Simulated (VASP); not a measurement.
Set up this calculation in VASP 6.6.1, as the native input.

```yaml
Task: single point
Functional: PBEsol
Potentials_or_basis: VASP PAW PBE potentials, release 64 (Al, Zn)
Cutoff: 520 eV
k_mesh: 8 × 8 × 8
Occupations: gaussian, width 0.1 eV
Spin: no spin polarisation
Dipole_correction: no
Further_INCAR_settings: ALGO = Fast; EDIFF = 1e-06; NBANDS = 49
```

The structure of AlZn3 lies in POSCAR:

```
AlZn3
1.0
    5.0402626089      0.0000000000      0.0000000000
    0.0000000000      5.0402626089      0.0000000000
    0.0000000000      0.0000000000      5.0402626089
Al Zn
2 6
Direct
    0.0000000000      0.0000000000      0.0000000000
    0.5000000000      0.5000000000      0.5000000000
    0.2500000000      0.0000000000      0.5000000000
    0.5000000000      0.7500000000      0.0000000000
    0.7500000000      0.0000000000      0.5000000000
    0.5000000000      0.2500000000      0.0000000000
    0.0000000000      0.5000000000      0.7500000000
    0.0000000000      0.5000000000      0.2500000000
```

The input as run:

INCAR

```
SYSTEM = AlZn3
PREC = Accurate
ENCUT = 520
EDIFF = 1E-6
ISMEAR = 0
SIGMA = 0.1
LREAL = .FALSE.
LASPH = .TRUE.
NELM = 80
ALGO = Fast
ISIF = 2
LWAVE = .FALSE.
LCHARG = .TRUE.
GGA = PS
LELF = .TRUE.
LVHAR = .TRUE.
NBANDS = 49
```

KPOINTS

```
Automatic mesh
0
G
  8 8 8
  0 0 0
```

Potentials or basis: VASP PAW PBE potentials, release 64 (Al, Zn).

Command:

```sh
$ cat potpaw_PBE.64/Al/POTCAR potpaw_PBE.64/Zn/POTCAR > POTCAR
$ mpirun -np 1 vasp_std > vasp.out
```

Results of the run:

| Item | Value |
| --- | --- |
| Pressure | -3.7 GPa |
| Band gap on the k mesh | zero (bands 39 and 40 overlap by 7.56 eV) |

Caveat: the cell stands under tension; the PAW data sets were made with another functional, which shifts forces and pressure a little.

Wall time 2.3 min on 1 thread of AMD EPYC 9R45 96-Core Processor (Zen 5) (shared host), peak memory 0.3 GiB.
